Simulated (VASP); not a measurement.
A run of VASP 6.6.1 is set up as follows.

The input INCAR:

```
  ALGO = Normal
  DIPOL = 0.5 0.5 0.354
  EDIFF = 1E-7
  ENCUT = 520
  GGA = PE
  IDIPOL = 3
  ISIF = 2
  ISMEAR = 0
  LASPH = T
  LCHARG = T
  LDIPOL = T
  LELF = T
  LREAL = F
  LVACPOTAV = T
  LVHAR = T
  LWAVE = F
  NBANDS = 15
  NELM = 100
  PREC = Accurate
  SIGMA = 0.1
```

The input KPOINTS:

```
k-points
0
Gamma
  9 9 1
```

Contents of POSCAR:

```
Al3N
1.0
    2.8571514048      0.0000000000      0.0000000000
   -1.4285757024      2.4743656990      0.0000000000
    0.0000000000      0.0000000000     20.1016425018
Al N
3 1
Direct
    0.6666666667      0.3333333334      0.1989887145
    0.3333333333      0.6666666666      0.3134533094
    0.0000000000      0.0000000000      0.4279074459
    0.0000000000      0.5000000000      0.4752837142
```

Potentials or basis: VASP PAW PBE potentials, release 64 (Al, N).

Command:

```bash
$ cat potpaw_PBE.64/Al/POTCAR potpaw_PBE.64/N/POTCAR > POTCAR
$ mpirun -np 1 vasp_std > vasp.out
```

(1) What does it give for the band gap on the k mesh?

(2) Predict the largest force.

## Answers

(1) zero (band 7 reaches 0.27 eV, above the bottom of band 8 at -1.57 eV).

(2) 0.452 eV/Å.
